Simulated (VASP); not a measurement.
# Cr (P6_3/mmc) in VASP: a series of runs

Cr is run at these levels: LDA; tasks: single point, relaxation of cell and atoms.

Program: VASP 6.6.1. These are calculated values, not measurements. Logs are shortened: lines on timing, memory, paths and dates and some standing lists are left out, and cuts for length are marked.

**1. The cell of the first run**

Symmetry: P6_3/mmc, No. 194, hexagonal system. The conventional cell has a = 2.433 Å, b = 2.433 Å, c = 4.353 Å, α = 90.00°, β = 90.00°, γ = 120.00°. Cr (site symmetry -6m2) has 12 Cr at 2.43 to 2.59 Å within 3.2 Å.

This isn't the form of Cr at room conditions, which is bcc.

**2. Single point, LDA, collinear spin, antiferromagnetic start (11.16 Å³/atom)**

File INCAR:

```
SYSTEM = Cr
ALGO = Normal
EDIFF = 1E-6
ENCUT = 500
GGA_COMPAT = .False.
ISIF = 2
ISMEAR = -1
ISPIN = 2
LASPH = .True.
LCHARG = .False.
LMAXMIX = 4
LORBIT = 11
LREAL = .False.
LWAVE = .False.
MAGMOM = 1.5 -1.5
NBANDS = 23
NELM = 200
PREC = Accurate
SIGMA = 0.05
```

File KPOINTS:

```
k-points
0
Gamma
  17 17 8
  0 0 0
```

File POSCAR:

```
Cr
1.0
    2.4328162658      0.0000000000      0.0000000000
   -1.2164081329      2.1068806889      0.0000000000
    0.0000000000      0.0000000000      4.3532881882
Cr
2
Direct
    0.3333333333      0.6666666667      0.2500000000
    0.6666666667      0.3333333333      0.7500000000
```

Potentials or basis: VASP PAW LDA potentials, release 64 (Cr_pv).

On the command line:

```console
cat potpaw_LDA.64/Cr_pv/POTCAR > POTCAR
mpirun -np 1 vasp_std > vasp.out
```

OUTCAR:

```text
SYSTEM = Cr
   EDIFF = 1E-6
   ENCUT = 500
   ISIF = 2
   ISMEAR = -1
   ISPIN = 2
   LASPH = .True.
   LORBIT = 11
   LREAL = .False.
   NELM = 200
   PREC = Accurate

 ion  position               nearest neighbor table
   1  0.333  0.667  0.250-   2 2.59   2 2.59   2 2.59   2 2.59   2 2.59   2 2.59
   2  0.667  0.333  0.750-   1 2.59   1 2.59   1 2.59   1 2.59   1 2.59   1 2.59

  LATTYP: Found a hexagonal cell.
 ALAT       =     2.4328162658
 C/A-ratio  =     1.7894027796

  Lattice vectors:

 A1 = (   2.4328162658,   0.0000000000,   0.0000000000)
 A2 = (  -1.2164081329,   2.1068806889,   0.0000000000)
 A3 = (   0.0000000000,   0.0000000000,   4.3532881882)

Analysis of symmetry for initial positions (statically):
=====================================================================
 Subroutine PRICEL returns:
 Original cell was already a primitive cell.

 Routine SETGRP: Setting up the symmetry group for a
 hexagonal supercell.

 Subroutine GETGRP returns: Found 24 space group operations
 (whereof 12 operations were pure point group operations)
 out of a pool of 24 trial point group operations.

The static configuration has the point symmetry D_3d.
 The point group associated with its full space group is D_6h.

Analysis of symmetry for dynamics (positions and initial velocities):
=====================================================================
 Subroutine PRICEL returns:
 Original cell was already a primitive cell.

 Routine SETGRP: Setting up the symmetry group for a
 hexagonal supercell.

 Subroutine GETGRP returns: Found 24 space group operations
 (whereof 12 operations were pure point group operations)
 out of a pool of 24 trial point group operations.

The dynamic configuration has the point symmetry D_3d.
 The point group associated with its full space group is D_6h.

Analysis of structural, dynamic, and magnetic symmetry:
=====================================================================
 Subroutine PRICEL returns:
 Original cell was already a primitive cell.

 Routine SETGRP: Setting up the symmetry group for a
 hexagonal supercell.

 Subroutine GETGRP returns: Found 24 space group operations
 (whereof 12 operations were pure point group operations)
 out of a pool of 24 trial point group operations.

The overall configuration has the point symmetry D_3d.
 The point group associated with its full space group is D_6h.

 Subroutine INISYM returns: Found 24 space group operations
 (whereof 12 operations are pure point group operations),
 and found     1 'primitive' translations

----------------------------------------------------------------------------------------

                                     Primitive cell

  volume of cell :      22.3134

  direct lattice vectors                    reciprocal lattice vectors
     2.432816266  0.000000000  0.000000000     0.411046249  0.237317662  0.000000000
    -1.216408133  2.106880689  0.000000000     0.000000000  0.474635325  0.000000000
     0.000000000  0.000000000  4.353288188     0.000000000  0.000000000  0.229711417

  length of vectors
     2.432816266  2.432816266  4.353288188     0.474635325  0.474635325  0.229711417

  position of ions in fractional coordinates (direct lattice)
     0.333333333  0.666666667  0.250000000
     0.666666667  0.333333333  0.750000000

  ion indices of the primitive-cell ions
   primitive index   ion index
                 1           1
                 2           2

----------------------------------------------------------------------------------------

 KPOINTS: k-points

Automatic generation of k-mesh.
 Grid dimensions read from file:
 generate k-points for:   17   17    8

 Generating k-lattice:

  Cartesian coordinates                     Fractional coordinates (reciprocal lattice)
     0.024179191  0.013959862  0.000000000     0.058823529  0.000000000  0.000000000
     0.000000000  0.027919725  0.000000000     0.000000000  0.058823529  0.000000000
     0.000000000  0.000000000  0.028713927     0.000000000  0.000000000  0.125000000

  Length of vectors
     0.027919725  0.027919725  0.028713927

  Shift w.r.t. Gamma in fractional coordinates (k-lattice)
     0.000000000  0.000000000  0.000000000

 Subroutine IBZKPT returns following result:
 ===========================================

 Found    165 irreducible k-points:

 Following reciprocal coordinates:
            Coordinates               Weight
  0.000000  0.000000  0.000000      1.000000
  0.058824 -0.000000  0.000000      6.000000
  0.117647 -0.000000  0.000000      6.000000
  0.176471 -0.000000  0.000000      6.000000
  0.235294 -0.000000  0.000000      6.000000
  0.294118 -0.000000  0.000000      6.000000
[... 16 lines left out ...]
  0.411765  0.117647  0.000000     12.000000
  0.176471  0.176471  0.000000      6.000000
 [... further k-points ...]
   k-points           NKPTS =    165   k-points in BZ     NKDIM =    165   number of bands    NBANDS=     23
   number of dos      NEDOS =    301   number of ions     NIONS =      2
   total plane-waves  NPLWV =  10368
   dimension x,y,z NGX =    18 NGY =   18 NGZ =   32
   dimension x,y,z NGXF=    36 NGYF=   36 NGZF=   64
   ions per type =               2
   NGX,Y,Z   is equivalent  to a cutoff of  12.30, 12.30, 12.22 a.u.
   NGXF,Y,Z  is equivalent  to a cutoff of  24.60, 24.60, 24.44 a.u.
 SYSTEM =  Cr
   PREC   = accura    normal or accurate (medium, high low for compatibility)
   ISTART =      0    job   : 0-new  1-cont  2-samecut
   ICHARG =      2    charge: 1-file 2-atom 10-const
   ISPIN  =      2    spin polarized calculation?
   LNONCOLLINEAR =      F non collinear calculations
   LSORBIT =      F    spin-orbit coupling
   LASPH  =      T    aspherical Exc in radial PAW
   ENCUT  =  500.0 eV  36.75 Ry    6.06 a.u.   4.44  4.44  7.94*2*pi/ulx,y,z
   NELM   =    200;   NELMIN=  2; NELMDL= -5     # of ELM steps
   EDIFF  = 0.1E-05   stopping-criterion for ELM
   LREAL  =      F    real-space projection
   EDIFFG = 0.1E-04   stopping-criterion for IOM
   NSW    =      0    number of steps for IOM
   IBRION =     -1    ionic relax: 0-MD 1-quasi-New 2-CG
   NFREE  =      0    steps in history (QN), initial steepest desc. (CG)
   ISIF   =      2    stress and relaxation
   ISYM   =      2    0-nonsym 1-usesym 2-fastsym
   POTIM  = 0.5000    time-step for ionic-motion
   TEBEG  =    0.0;   TEEND  =   0.0 temperature during run
   PSTRESS=    0.0 pullay stress
   NELECT =      24.0000    total number of electrons
   NUPDOWN=      -1.0000    fix difference up-down
   EMIN   =  10.00;   EMAX   =-10.00  energy-range for DOS
   EFERMI =   0.00;   METHOD = LEGACY
   ISMEAR =    -1;   SIGMA  =   0.05  broadening in eV -4-tet -1-fermi 0-gaus
   EFERMI_NEDOS =   21; number of points for ismear=-14 and -15
   IALGO  =     38    algorithm
   IMIX   =      4    mixing-type and parameters
     AMIX     =   0.40;   BMIX     =  1.00
     AMIX_MAG =   1.60;   BMIX_MAG =  1.00
  volume/ion in A,a.u.               =      11.16        75.29
  Fermi-wavevector in a.u.,A,eV,Ry     =   1.677347  3.169727 38.279914  2.813494
  Thomas-Fermi vector in A             =   2.761629
   LORBIT       =     11    0 simple, 1 ext, 2 COOP (PROOUT), +10 PAW based schemes
   GGA     = CA    functional components
   LHFCALC =     F    Hartree Fock is set to
   AEXX    =    0.0000 exact exchange contribution
   IVDW    =     0    specifies the selected vdW correction
   LEPSILON=     F    determine dielectric tensor
   LRPA    =     F    only Hartree local field effects (RPA)
 spin polarized calculation
  energy-cutoff  :      500.00
  volume of cell :       22.31
 maximum number of plane-waves:       598
 NGX is ok and might be reduce to    18
   NGX =  9   NGY =  9   NGZ = 15

 number of electron      23.9999997 magnetization      -0.0000000

 number of electron      23.9999997 magnetization       0.0000000

 Free energy of the ion-electron system (eV)
  ---------------------------------------------------
  ext. energy  EPLUGINS =         0.00000000
  ---------------------------------------------------
  free energy    TOTEN  =       -20.42673205 eV

  energy without entropy =      -20.40042323  energy(sigma->0) =      -20.41357764

 E-fermi :  11.1074     XC(G=0): -14.1836

 val. band max:       11.1029572269   @ k =   0.2941   0.1176   0.1250
 cond. band min:      11.1126394278   @ k =   0.3529   0.0000   0.0000
 fundamental gap:      0.0096822009
 Fermi energy:        11.1074213699

 spin component 1

 k-point     1 :       0.0000    0.0000    0.0000
  band No.  band energies     occupation
      1     -31.8398      1.00000
      2     -30.9866      1.00000
      3     -30.8127      1.00000
      4     -30.8127      1.00000
      5     -30.7328      1.00000
      6     -30.7328      1.00000
[... 15 lines left out ...]
     22      31.6560      0.00000
     23      31.7942      0.00000

 k-point     2 :       0.0588   -0.0000    0.0000
  band No.  band energies     occupation
      1     -31.8277      1.00000
      2     -30.9876      1.00000
      3     -30.8493      1.00000
      4     -30.8226      1.00000
      5     -30.7702      1.00000
      6     -30.7394      1.00000
[... 15 lines left out ...]
     22      31.7399      0.00000
     23      31.8337      0.00000

 k-point     3 :       0.1176   -0.0000    0.0000
  band No.  band energies     occupation
      1     -31.7922      1.00000
      2     -30.9912      1.00000
      3     -30.9539      1.00000
      4     -30.8760      1.00000
      5     -30.8505      1.00000
      6     -30.7584      1.00000
[... 15 lines left out ...]
     22      31.2178      0.00000
     23      32.3186      0.00000
[... 495 lines left out ...]
 k-point    23 :       0.4118    0.1176    0.0000
  band No.  band energies     occupation
      1     -31.8302      1.00000
      2     -31.7108      1.00000
      3     -31.3645      1.00000
      4     -31.1696      1.00000
      5     -31.1220      1.00000
      6     -31.0264      1.00000
[... 15 lines left out ...]
     22      23.7789      0.00000
     23      25.8344      0.00000

 k-point    24 :       0.1765    0.1765    0.0000
  band No.  band energies     occupation
      1     -31.5672      1.00000
      2     -31.4404      1.00000
      3     -31.4339      1.00000
      4     -31.0384      1.00000
      5     -31.0350      1.00000
      6     -30.9519      1.00000
[... 15 lines left out ...]
     22      26.4655      0.00000
     23      27.1081      0.00000

 [... further k-points ...]

 spin component 2

 k-point     1 :       0.0000    0.0000    0.0000
  band No.  band energies     occupation
      1     -31.8398      1.00000
      2     -30.9866      1.00000
      3     -30.8127      1.00000
      4     -30.8127      1.00000
      5     -30.7328      1.00000
      6     -30.7328      1.00000
[... 15 lines left out ...]
     22      31.6560      0.00000
     23      31.7942      0.00000

 k-point     2 :       0.0588   -0.0000    0.0000
  band No.  band energies     occupation
      1     -31.8277      1.00000
      2     -30.9876      1.00000
      3     -30.8493      1.00000
      4     -30.8226      1.00000
      5     -30.7702      1.00000
      6     -30.7394      1.00000
[... 15 lines left out ...]
     22      31.7399      0.00000
     23      31.8337      0.00000

 k-point     3 :       0.1176   -0.0000    0.0000
  band No.  band energies     occupation
      1     -31.7922      1.00000
      2     -30.9912      1.00000
      3     -30.9539      1.00000
      4     -30.8760      1.00000
      5     -30.8505      1.00000
      6     -30.7584      1.00000
[... 15 lines left out ...]
     22      31.2178      0.00000
     23      32.3186      0.00000
[... 495 lines left out ...]
 k-point    23 :       0.4118    0.1176    0.0000
  band No.  band energies     occupation
      1     -31.8302      1.00000
      2     -31.7108      1.00000
      3     -31.3645      1.00000
      4     -31.1696      1.00000
      5     -31.1220      1.00000
      6     -31.0264      1.00000
[... 15 lines left out ...]
     22      23.7789      0.00000
     23      25.8344      0.00000

 k-point    24 :       0.1765    0.1765    0.0000
  band No.  band energies     occupation
      1     -31.5672      1.00000
      2     -31.4404      1.00000
      3     -31.4339      1.00000
      4     -31.0384      1.00000
      5     -31.0350      1.00000
      6     -30.9519      1.00000
[... 15 lines left out ...]
     22      26.4655      0.00000
     23      27.1081      0.00000

 [... further k-points ...]

------------------------ aborting loop because EDIFF is reached ----------------------------------------

  FORCE on cell =-STRESS in cart. coord.  units (eV):
  Direction    XX          YY          ZZ          XY          YZ          ZX
  --------------------------------------------------------------------------------------
  -------------------------------------------------------------------------------------
  Total       -0.0036160     -0.0036160      0.0089119      0.0000000     -0.0000000      0.0000000
  in kB       -0.2596378     -0.2596378      0.6399003      0.0000000     -0.0000000      0.0000000
  external PRESSURE =       0.0402083 kB  Pullay stress =       0.0000000 kB

 VOLUME and BASIS-vectors are now :
 -----------------------------------------------------------------------------
  energy-cutoff  :      500.00
  volume of cell :       22.31
      direct lattice vectors                 reciprocal lattice vectors
     2.432816266  0.000000000  0.000000000     0.411046249  0.237317662  0.000000000
    -1.216408133  2.106880689  0.000000000     0.000000000  0.474635325  0.000000000
     0.000000000  0.000000000  4.353288188     0.000000000  0.000000000  0.229711417

 POSITION                                       TOTAL-FORCE (eV/Angst)
 -----------------------------------------------------------------------------------
     -0.00000      1.40459      1.08832         0.000000      0.000000      0.000000
      1.21641      0.70229      3.26497        -0.000000      0.000000      0.000000
 -----------------------------------------------------------------------------------
    total drift:                               -0.000000      0.000000     -0.000000

  FREE ENERGIE OF THE ION-ELECTRON SYSTEM (eV)
  ---------------------------------------------------
  free  energy   TOTEN  =       -20.4267320543 eV

  energy  without entropy=      -20.4004232287  energy(sigma->0) =      -20.41357764

 total charge

# of ion       s       p       d       tot
------------------------------------------
    1        0.450   6.404   4.314  11.168
    2        0.450   6.404   4.314  11.168
--------------------------------------------------
tot          0.901  12.807   8.628  22.336

 magnetization (x)

# of ion       s       p       d       tot
------------------------------------------
    1        0.000  -0.000   0.000   0.000
    2       -0.000   0.000  -0.000  -0.000
--------------------------------------------------
tot          0.000   0.000   0.000   0.000
```

Run time: 3.7 min. Hardware: 1 thread of Intel Xeon 8259CL, shared host; peak memory 0.21 GiB.

What came out:

```yaml
Free_energy: -20.4267 eV
Pressure: 0.0 GPa
Band_gap_on_the_k_mesh: zero (filled and empty bands overlap)
Net_moment: 0.00 μB per cell
Valence_electrons_inside_the_program's_atomic_spheres: Cr 11.17
```

Stress tensor (GPa, compression positive):
```
-0.03  0.00  0.00
 0.00 -0.03  0.00
 0.00  0.00  0.06
```

Caveat: an empty level that is flat over the whole mesh can mark a ghost state of the potentials, or a narrow d or f band; the moments typed at the start vanished in this run.

**3. Single point, LDA, collinear spin, antiferromagnetic start (11.60 Å³/atom)**

This run uses another cell than the first one, of 11.60 Å³/atom.

File INCAR:

```
SYSTEM = Cr
  PREC = Accurate
  ENCUT = 500
  EDIFF = 1E-6
  ISMEAR = -1
  SIGMA = 0.05
  LREAL = .FALSE.
  LASPH = .TRUE.
  NELM = 200
  ALGO = Normal
  ISIF = 2
  LWAVE = .FALSE.
  LCHARG = .FALSE.
  ISPIN = 2
  MAGMOM = 1.5 -1.5
  LORBIT = 11
  LMAXMIX = 4
  GGA = CA
  NBANDS = 23
  GGA_COMPAT = .FALSE.
```

File KPOINTS:

```
regular mesh
0
G
  17 17 8
  0 0 0
```

File POSCAR:

```
Cr
1.0
    2.4648306774      0.0000000000      0.0000000000
   -1.2324153387      2.1346059827      0.0000000000
    0.0000000000      0.0000000000      4.4105748654
Cr
2
Direct
    0.3333333333      0.6666666667      0.2500000000
    0.6666666667      0.3333333333      0.7500000000
```

Potentials or basis: VASP PAW LDA potentials, release 64 (Cr_pv).

On the command line:

```console
cat potpaw_LDA.64/Cr_pv/POTCAR > POTCAR
mpirun -np 1 vasp_std > vasp.out
```

Run time: 2.6 min. Hardware: 1 thread of Oxide Virtual Turin-like, shared host; peak memory 0.18 GiB.

Results (log left out):

```
Free energy                                           : -20.3992 eV
Pressure                                              : -10.0 GPa
Band gap on the k mesh                                : zero (filled and empty bands overlap)
Net moment                                            : 0.00 μB per cell
Valence electrons inside the program's atomic spheres : Cr 11.08
```

Stress tensor (GPa, compression positive):
```
-10.44   0.00   0.00
  0.00 -10.44   0.00
  0.00   0.00  -9.19
```

Levels at points of the mesh, in eV from the Fermi level:
Spin up:
```
           k point  band 9  band 10  band 11  band 12  band 13  band 14  band 15  band 16
(0.00, 0.00, 0.00)   -1.24    -0.37    -0.37    -0.10    -0.03    -0.03     1.07     1.07
(0.00, 0.00, 0.50)   -1.63    -1.63    -0.35    -0.35    -0.35    -0.35     1.83     1.83
```
Spin down:
```csv
k point,band 10,band 11,band 12,band 13,band 14,band 15
"(0.00, 0.00, 0.00)",-0.37,-0.37,-0.10,-0.03,-0.03,1.07
"(0.00, 0.00, 0.50)",-1.63,-0.35,-0.35,-0.35,-0.35,1.83
```

Caveat: the cell stands under tension; an empty level that is flat over the whole mesh can mark a ghost state of the potentials, or a narrow d or f band; the moments typed at the start vanished in this run.

[end of part 1 of 2]

The gap in the log of VASP goes by the Fermi energy; the results here count the filled bands.